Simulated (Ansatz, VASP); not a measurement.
## One calculation of N, two programs

The input INCAR:

```
SYSTEM = N
  PREC = Accurate
  ENCUT = 520
  EDIFF = 1E-6
  ISMEAR = -1
  SIGMA = 0.02
  LREAL = .FALSE.
  LASPH = .TRUE.
  NELM = 60
  ALGO = Normal
  ISIF = 2
  LWAVE = .FALSE.
  LCHARG = .FALSE.
  GGA = PS
  NBANDS = 18
```

Contents of KPOINTS:

```
Automatic mesh
0
G
  4 4 4
  0 0 0
```

The input POSCAR:

```
N
1.0
    5.6677675797      0.0000000000      0.0000000000
    0.0000000000      5.6677675797      0.0000000000
    0.0000000000      0.0000000000      5.6677675797
N
4
Direct
    0.0300000000      0.0300000000      0.0300000000
    0.4700000000      0.9700000000      0.5300000000
    0.5300000000      0.4700000000      0.9700000000
    0.9700000000      0.5300000000      0.4700000000
```

Input for Ansatz:

```yaml
crystal:
  lattice:
    - [5.6677675797, 0.0, 0.0]
    - [0.0, 5.6677675797, 0.0]
    - [0.0, 0.0, 5.6677675797]
  atoms:
    - { symbol: "N", position: [0.03, 0.03, 0.03] }
    - { symbol: "N", position: [0.47, 0.97, 0.53] }
    - { symbol: "N", position: [0.53, 0.47, 0.97] }
    - { symbol: "N", position: [0.97, 0.53, 0.47] }
kpoints:
  mp_grid: { grid: [4, 4, 4] }
  band_path:
    path:
      - [0.0, 0.0, 0.0]
      - [0.0, 0.5, 0.0]
      - [0.5, 0.5, 0.0]
      - [0.0, 0.0, 0.0]
      - [0.5, 0.5, 0.5]
      - [0.0, 0.5, 0.0]
      - [0.5, 0.5, 0.5]
      - [0.5, 0.5, 0.0]
      - [0.5, 0.0, 0.0]
    npoints: 5
scf:
  occupations: { method: fermi_dirac, width: 0.02 }
hamiltonian:
  xc: pbesol
  pseudopotentials: { kind: all_electron, lapw: { basis_error: 0.001 } }
output:
  forces: true
  stress: true
  eigenvalues: true
```

Change from the starting cell: volume scaled by 1.01.

Alike in both runs: task single point; functional PBEsol; k mesh 4 × 4 × 4; occupations fermi-dirac, width 0.02 eV; no spin polarisation.

|  | VASP | Ansatz |
| --- | --- | --- |
| version | VASP 6.6.1 | Ansatz 0.2.0 |
| potentials or method | VASP PAW PBE potentials, release 64 (N), cutoff 520 eV | all-electron LAPW, scalar-relativistic |

|  | VASP | Ansatz | Ansatz less VASP |
| --- | --- | --- | --- |
| pressure (GPa) | -4.0 | -4.0 | +0.04 |
| rms of the force components (eV/Å) | 0.223 | 0.223 | +0.0005 |

VASP's potentials were made for PBE, not for PBEsol. Atom by atom the forces differ by 0.001 eV/Å (rms over components). Ansatz ran all-electron here, and VASP with PAW potentials.
